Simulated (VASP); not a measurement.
The system is Fe.

```
Fe
1.0
     0.00000    1.94174    1.96511
     1.49844    0.00000    1.96511
     1.49844    1.94174    0.00000
Fe
1
Direct
  0.00000 0.00000 0.00000
```

```yaml
Program: VASP 6.6.1
Task: relaxation of cell and atoms
Functional: RPBE
Dispersion: D4
Potentials_or_basis: VASP PAW PBE potentials, release 64 (Fe)
Cutoff: 600 eV
k_mesh: 13 × 13 × 13
Occupations: fermi-dirac, width 0.05 eV
Spin: collinear spin, ferromagnetic start
Starting_moments: "[3.0] μB"
```

At the start: pressure -4.3 GPa; volume 11.44 Å³/atom.

**Question.** Where does the relaxation end?

**Answer.** Over 12 steps the energy falls by 22.5 meV/atom and the volume is 11.09 Å³/atom (-3.0 %); space group I4/mmm (No. 139, to 0.1 Å) before, Im-3m (No. 229, to 0.1 Å); moment 2.12 μB per cell.

Step by step:
| step | energy change (eV) | largest force (eV/Å) | pressure (GPa) | volume (Å³) |
| --- | --- | --- | --- | --- |
| 1 | 0.0000 | 0.0000 | -4.30 | 11.44 |
| 2 | -0.0111 | 0.0000 | 3.08 | 10.93 |
| 3 | -0.0111 | 0.0000 | 3.07 | 10.95 |
| 4 | -0.0197 | 0.0000 | 3.17 | 10.93 |
| 5 | -0.0207 | 0.0000 | 3.49 | 10.92 |
| 6 | -0.0206 | 0.0000 | -3.18 | 11.28 |
| 7 | -0.0225 | 0.0000 | -0.07 | 11.09 |
| 8 | -0.0225 | 0.0000 | 0.09 | 11.09 |
| 9 | -0.0225 | 0.0000 | 0.13 | 11.09 |
| 10 | -0.0225 | 0.0000 | 0.14 | 11.09 |
| 11 | -0.0225 | 0.0000 | 0.10 | 11.09 |
| 12 | -0.0225 | 0.0000 | 0.08 | 11.09 |

Final structure:
```xyz
1
Lattice="0.0000 1.9862 1.9861 1.4056 0.0000 1.9861 1.4056 1.9862 0.0000" Properties=species:S:1:pos:R:3 pbc="T T T"
Fe    0.0000    0.0000    0.0000
```

Caveat: the PAW data sets were made with another functional, which shifts forces and pressure a little.
